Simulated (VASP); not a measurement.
# YTl in VASP: single point with r2SCAN

Aim: the single point of YTl with r2SCAN.

Everything below comes from runs of VASP 6.6.1. Logs are shortened: lines on timing, memory, paths and dates and some standing lists are left out, and cuts for length are marked.

### Step 1. The cell of the first run

The cell holds an amorphous packing of atoms, 4 atoms: a = 5.952 Å, b = 5.178 Å, c = 3.979 Å, α = 87.04°, β = 85.37°, γ = 83.14°.

### Step 2. Single point, r2SCAN

Input file POSCAR:

```
YTl
1.0
    5.9129600000      0.6696520000     -0.0961460000
    0.0356830000      5.1778770000     -0.0365940000
    0.3616420000      0.2307940000      3.9562150000
Y Tl
2 2
Direct
    0.2492870000      0.5750590000      0.7049820000
    0.7585740000      0.6948870000      0.3021810000
    0.3234590000      0.0966220000      0.2200620000
    0.9479800000      0.1131290000      0.7884870000
```

Input file INCAR.step1:

```
SYSTEM = YTl
PREC     = Accurate       ! precision mode
ENCUT    = 520            ! plane-wave cutoff, eV
ISMEAR   = 0              ! smearing method
SIGMA    = 0.0195         ! smearing width, eV
LREAL    = .False.        ! projectors in reciprocal space
LASPH    = .True.         ! aspherical terms in the spheres
NELM     = 80             ! most SCF steps
NBANDS   = 32             ! bands
GGA      = PE             ! functional
ALGO     = Normal         ! electronic algorithm
EDIFF    = 1E-4           ! SCF threshold, eV
LWAVE    = .True.         ! write WAVECAR
LCHARG   = .False.        ! write CHGCAR
```

Input file INCAR.step2:

```
SYSTEM = YTl
PREC     = Accurate       ! precision mode
ENCUT    = 520            ! plane-wave cutoff, eV
EDIFF    = 1E-7           ! SCF threshold, eV
ISMEAR   = 0              ! smearing method
SIGMA    = 0.0195         ! smearing width, eV
LREAL    = .False.        ! projectors in reciprocal space
LASPH    = .True.         ! aspherical terms in the spheres
NELM     = 80             ! most SCF steps
ALGO     = Normal         ! electronic algorithm
ISIF     = 2              ! what is computed and relaxed
LWAVE    = .False.        ! write WAVECAR
LCHARG   = .True.         ! write CHGCAR
METAGGA  = R2SCAN         ! meta-GGA
LMIXTAU  = .True.       
LELF     = .True.         ! ELF
LVHAR    = .True.       
NBANDS   = 32             ! bands
ISTART   = 1
```

Input file KPOINTS:

```
Automatic mesh
0
Gamma
  3 4 5
  0 0.5 0
```

Potentials or basis: VASP PAW PBE potentials, release 64 (Y_sv, Tl_d).

Command:

```bash
$ cat potpaw_PBE.64/Y_sv/POTCAR potpaw_PBE.64/Tl_d/POTCAR > POTCAR
$ cp INCAR.step1 INCAR
$ mpirun -np 1 vasp_std > vasp.out
$ cp INCAR.step2 INCAR
$ mpirun -np 1 vasp_std > vasp.out
```

OUTCAR:

```text
SYSTEM = YTl
   PREC = Accurate
   ENCUT = 520
   EDIFF = 1E-7
   ISMEAR = 0
   LREAL = .False.
   LASPH = .True.
   NELM = 80
   ISIF = 2
   METAGGA = R2SCAN
   ISTART = 1

 ion  position               nearest neighbor table
   1  0.249  0.575  0.705-   4 3.15   4 3.15   3 3.15   3 3.19   3 3.29   2 3.42   2 3.42   3 3.56
                             2 3.63   2 4.12
   2  0.759  0.695  0.302-   4 3.15   3 3.15   4 3.33   1 3.42   1 3.42   4 3.61   1 3.63   4 3.74
                             1 4.12   3 4.14
   3  0.323  0.097  0.220-   4 2.92   4 3.05   1 3.15   2 3.15   1 3.19   1 3.29   1 3.56   4 3.98
                             2 4.14
   4  0.948  0.113  0.788-   3 2.92   3 3.05   2 3.15   1 3.15   1 3.15   2 3.33   2 3.61   2 3.74
                             3 3.98

  Warning from LATTYP: Got some problem with cell dimensions!
  Tried to take original basis but could not verify dimensions!
  LATTYP: Found a triclinic cell.
 ALAT       =    11.0277091641
 B/A-ratio  =     0.5772478085
 C/A-ratio  =     1.4792889101
 COS(alpha) =     0.0024703274
 COS(beta)  =     0.6401706855
 COS(gamma) =     0.7624803760

  Lattice vectors:

 A1 = (  -6.6005610000,   4.0466370000,  -7.8528780000)
 A2 = (  -0.3259590000,   4.9470830000,  -3.9928090000)
 A3 = ( -12.5848870000,  -6.9787690000,  -7.6835440000)

Analysis of symmetry for initial positions (statically):
=====================================================================
 Subroutine PRICEL returns:
 Original cell was already a primitive cell.

 Routine SETGRP: Setting up the symmetry group for a
 triclinic supercell.

 Subroutine GETGRP returns: Found  1 space group operations
 (whereof  1 operations were pure point group operations)
 out of a pool of  2 trial point group operations.

The static configuration has the point symmetry C_1 .

Analysis of symmetry for dynamics (positions and initial velocities):
=====================================================================
 Subroutine PRICEL returns:
 Original cell was already a primitive cell.

 Routine SETGRP: Setting up the symmetry group for a
 triclinic supercell.

 Subroutine GETGRP returns: Found  1 space group operations
 (whereof  1 operations were pure point group operations)
 out of a pool of  2 trial point group operations.

The dynamic configuration has the point symmetry C_1 .

 Subroutine INISYM returns: Found  1 space group operations
 (whereof  1 operations are pure point group operations),
 and found     1 'primitive' translations

----------------------------------------------------------------------------------------

                                     Primitive cell

  volume of cell :     121.2516

  direct lattice vectors                    reciprocal lattice vectors
     5.912960000  0.669652000 -0.096146000     0.169014242 -0.001273415 -0.015375492
     0.035683000  5.177877000 -0.036594000    -0.022032518  0.193215755 -0.009257624
     0.361642000  0.230794000  3.956215000     0.003903677  0.001756250  0.252307555

  length of vectors
     5.951535417  5.178129259  3.979407988     0.169716945  0.194688118  0.252343864

  position of ions in fractional coordinates (direct lattice)
     0.249287000  0.575059000  0.704982000
     0.758574000  0.694887000  0.302181000
     0.323459000  0.096622000  0.220062000
     0.947980000  0.113129000  0.788487000

  ion indices of the primitive-cell ions
   primitive index   ion index
                 1           1
                 2           2
                 3           3
                 4           4

----------------------------------------------------------------------------------------

 KPOINTS: Automatic mesh

Automatic generation of k-mesh.
 Grid dimensions read from file:
 generate k-points for:    3    4    5

 Generating k-lattice:

  Cartesian coordinates                     Fractional coordinates (reciprocal lattice)
     0.056338081 -0.000424472 -0.005125164     0.333333333  0.000000000  0.000000000
    -0.005508130  0.048303939 -0.002314406     0.000000000  0.250000000  0.000000000
     0.000780735  0.000351250  0.050461511     0.000000000  0.000000000  0.200000000

  Length of vectors
     0.056572315  0.048672030  0.050468773

  Shift w.r.t. Gamma in fractional coordinates (k-lattice)
     0.000000000  0.500000000  0.000000000

 Subroutine IBZKPT returns following result:
 ===========================================

 Found     30 irreducible k-points:

 Following reciprocal coordinates:
            Coordinates               Weight
  0.000000  0.125000 -0.000000      2.000000
  0.333333  0.125000 -0.000000      2.000000
 -0.333333  0.125000  0.000000      2.000000
  0.000000  0.375000 -0.000000      2.000000
  0.333333  0.375000 -0.000000      2.000000
 -0.333333  0.375000  0.000000      2.000000
[... 16 lines left out ...]
  0.333333  0.375000  0.400000      2.000000
 -0.333333  0.375000  0.400000      2.000000
 [... further k-points ...]
   k-points           NKPTS =     30   k-points in BZ     NKDIM =     30   number of bands    NBANDS=     32
   number of dos      NEDOS =    301   number of ions     NIONS =      4
   total plane-waves  NPLWV =  57600
   dimension x,y,z NGX =    48 NGY =   40 NGZ =   30
   dimension x,y,z NGXF=    96 NGYF=   80 NGZF=   60
   ions per type =               2   2
   NGX,Y,Z   is equivalent  to a cutoff of  13.41, 12.84, 12.53 a.u.
   NGXF,Y,Z  is equivalent  to a cutoff of  26.82, 25.68, 25.07 a.u.
 SYSTEM =  YTl
   PREC   = accura    normal or accurate (medium, high low for compatibility)
   ISTART =      1    job   : 0-new  1-cont  2-samecut
   ICHARG =      0    charge: 1-file 2-atom 10-const
   ISPIN  =      1    spin polarized calculation?
   LNONCOLLINEAR =      F non collinear calculations
   LSORBIT =      F    spin-orbit coupling
   LASPH  =      T    aspherical Exc in radial PAW
   ENCUT  =  520.0 eV  38.22 Ry    6.18 a.u.  11.07  9.63  7.40*2*pi/ulx,y,z
   NELM   =     80;   NELMIN=  2; NELMDL=  0     # of ELM steps
   EDIFF  = 0.1E-06   stopping-criterion for ELM
   LREAL  =      F    real-space projection
   EDIFFG = 0.1E-05   stopping-criterion for IOM
   NSW    =      0    number of steps for IOM
   IBRION =     -1    ionic relax: 0-MD 1-quasi-New 2-CG
   NFREE  =      0    steps in history (QN), initial steepest desc. (CG)
   ISIF   =      2    stress and relaxation
   ISYM   =      2    0-nonsym 1-usesym 2-fastsym
   POTIM  = 0.5000    time-step for ionic-motion
   TEBEG  =    0.0;   TEEND  =   0.0 temperature during run
   PSTRESS=    0.0 pullay stress
   NELECT =      48.0000    total number of electrons
   NUPDOWN=      -1.0000    fix difference up-down
   EMIN   =  10.00;   EMAX   =-10.00  energy-range for DOS
   EFERMI =   0.00;   METHOD = LEGACY
   ISMEAR =     0;   SIGMA  =   0.02  broadening in eV -4-tet -1-fermi 0-gaus
   EFERMI_NEDOS =   21; number of points for ismear=-14 and -15
   IALGO  =     38    algorithm
   IMIX   =      4    mixing-type and parameters
     AMIX     =   0.40;   BMIX     =  1.00
     AMIX_MAG =   1.60;   BMIX_MAG =  1.00
  volume/ion in A,a.u.               =      30.31       204.56
  Fermi-wavevector in a.u.,A,eV,Ry     =   1.202060  2.271564 19.659713  1.444948
  Thomas-Fermi vector in A             =   2.337852
   LORBIT       =      0    0 simple, 1 ext, 2 COOP (PROOUT), +10 PAW based schemes
   METAGGA = R2SCAN    functional components
   LHFCALC =     F    Hartree Fock is set to
   AEXX    =    0.0000 exact exchange contribution
   IVDW    =     0    specifies the selected vdW correction
   LEPSILON=     F    determine dielectric tensor
   LRPA    =     F    only Hartree local field effects (RPA)
 non-spin polarized calculation
 Gauss-broadening in eV      SIGMA  =   0.02
  energy-cutoff  :      520.00
  volume of cell :      121.25
 maximum number of plane-waves:      3281
 NGX is ok and might be reduce to    48
   NGX = 23   NGY = 19   NGZ = 15

 number of electron      47.9999996 magnetization

 Free energy of the ion-electron system (eV)
  ---------------------------------------------------
  ext. energy  EPLUGINS =         0.00000000
  ---------------------------------------------------
  free energy    TOTEN  =      -147.41351648 eV

  energy without entropy =     -147.41289674  energy(sigma->0) =     -147.41320661

 E-fermi :   4.9028     XC(G=0): -10.4553

 val. band max:        4.8914116097   @ k =  -0.3333   0.3750   0.0000
 cond. band min:       4.9141897784   @ k =   0.3333  -0.3750   0.4000
 fundamental gap:      0.0227781687
 Fermi energy:         4.9027937763

 k-point     1 :       0.0000    0.1250   -0.0000
  band No.  band energies     occupation
      1     -40.1375      2.00000
      2     -39.6904      2.00000
      3     -19.5548      2.00000
      4     -19.5123      2.00000
      5     -19.3440      2.00000
      6     -19.0743      2.00000
[... 24 lines left out ...]
     31       8.4313      0.00000
     32       8.7679      0.00000

 k-point     2 :       0.3333    0.1250   -0.0000
  band No.  band energies     occupation
      1     -40.1364      2.00000
      2     -39.6916      2.00000
      3     -19.5200      2.00000
      4     -19.4894      2.00000
      5     -19.3478      2.00000
      6     -19.0871      2.00000
[... 24 lines left out ...]
     31       8.2841      0.00000
     32       8.4572      0.00000

 k-point     3 :      -0.3333    0.1250    0.0000
  band No.  band energies     occupation
      1     -40.1364      2.00000
      2     -39.6916      2.00000
      3     -19.5213      2.00000
      4     -19.4887      2.00000
      5     -19.3479      2.00000
      6     -19.0882      2.00000
[... 24 lines left out ...]
     31       8.3068      0.00000
     32       8.5651      0.00000

 k-point     4 :       0.0000    0.3750   -0.0000
  band No.  band energies     occupation
      1     -40.1374      2.00000
      2     -39.6902      2.00000
      3     -19.5533      2.00000
      4     -19.5180      2.00000
      5     -19.3443      2.00000
      6     -19.0836      2.00000
[... 24 lines left out ...]
     31       7.8804      0.00000
     32       8.7797      0.00000

 k-point     5 :       0.3333    0.3750   -0.0000
  band No.  band energies     occupation
      1     -40.1363      2.00000
      2     -39.6914      2.00000
      3     -19.5249      2.00000
      4     -19.4891      2.00000
      5     -19.3482      2.00000
      6     -19.0927      2.00000
[... 584 lines left out ...]
     31       8.8329      0.00000
     32       9.0273      0.00000

 k-point    22 :       0.0000    0.3750    0.4000
  band No.  band energies     occupation
      1     -40.1312      2.00000
      2     -39.6857      2.00000
      3     -19.5075      2.00000
      4     -19.4881      2.00000
      5     -19.4447      2.00000
      6     -19.0773      2.00000
[... 24 lines left out ...]
     31       8.4065      0.00000
     32       8.5734      0.00000

 k-point    23 :       0.3333    0.3750    0.4000
  band No.  band energies     occupation
      1     -40.1309      2.00000
      2     -39.6860      2.00000
      3     -19.5271      2.00000
      4     -19.5021      2.00000
      5     -19.4512      2.00000
      6     -19.0749      2.00000
[... 24 lines left out ...]
     31       8.5257      0.00000
     32       8.6712      0.00000

 k-point    24 :      -0.3333    0.3750    0.4000
  band No.  band energies     occupation
      1     -40.1307      2.00000
      2     -39.6862      2.00000
      3     -19.5125      2.00000
      4     -19.4929      2.00000
      5     -19.4593      2.00000
      6     -19.0787      2.00000
[... 24 lines left out ...]
     31       8.5419      0.00000
     32       8.7099      0.00000

 [... further k-points ...]
[... 5 lines left out ...]
  --------------------------------------------------------------------------------------
  -------------------------------------------------------------------------------------
  Total        2.4472949     -2.1469185      0.5650039      1.4231709     -1.5198751     -0.3946626
  in kB       32.3377313    -28.3686596      7.4657721     18.8053021    -20.0831189     -5.2149386
  external PRESSURE =       3.8116146 kB  Pullay stress =       0.0000000 kB

 VOLUME and BASIS-vectors are now :
 -----------------------------------------------------------------------------
  energy-cutoff  :      520.00
  volume of cell :      121.25
      direct lattice vectors                 reciprocal lattice vectors
     5.912960000  0.669652000 -0.096146000     0.169014242 -0.001273415 -0.015375492
     0.035683000  5.177877000 -0.036594000    -0.022032518  0.193215755 -0.009257624
     0.361642000  0.230794000  3.956215000     0.003903677  0.001756250  0.252307555

 POSITION                                       TOTAL-FORCE (eV/Angst)
 -----------------------------------------------------------------------------------
      1.74949      3.30723      2.74405         0.373962      0.265502      0.462640
      4.61949      4.17576      1.09713         0.119424     -0.562485     -0.258413
      1.99563      0.76769      0.83598         0.693714     -0.233583      0.075428
      5.89455      1.40256      3.02414        -1.187100      0.530566     -0.279656
 -----------------------------------------------------------------------------------
    total drift:                                0.000216      0.000207     -0.000393

  FREE ENERGIE OF THE ION-ELECTRON SYSTEM (eV)
  ---------------------------------------------------
  free  energy   TOTEN  =      -147.4135164823 eV

  energy  without entropy=     -147.4128967409  energy(sigma->0) =     -147.41320661
```

Run time: 10 min. Hardware: 1 thread of Intel Xeon 8259CL, shared host; peak memory 0.31 GiB.

Results:

```
Free energy            : -147.4135 eV
Pressure               : 0.4 GPa
Largest force          : 1.330 eV/Å
Band gap on the k mesh : zero (band 24 reaches 5.49 eV, above the bottom of band 25 at 4.68 eV)
```

Forces in eV/Å, atoms in the order of the input:
```
Y    0.374  0.266  0.463
Y    0.119 -0.562 -0.258
Tl   0.694 -0.234  0.075
Tl  -1.187  0.531 -0.280
```

Stress tensor (GPa, compression positive):
```
 3.23  1.88 -0.52
 1.88 -2.84 -2.01
-0.52 -2.01  0.75
```

Caveat: the PAW data sets were made with another functional, which shifts forces and pressure a little; spin-orbit coupling is left out, which moves the levels of the heavy elements.
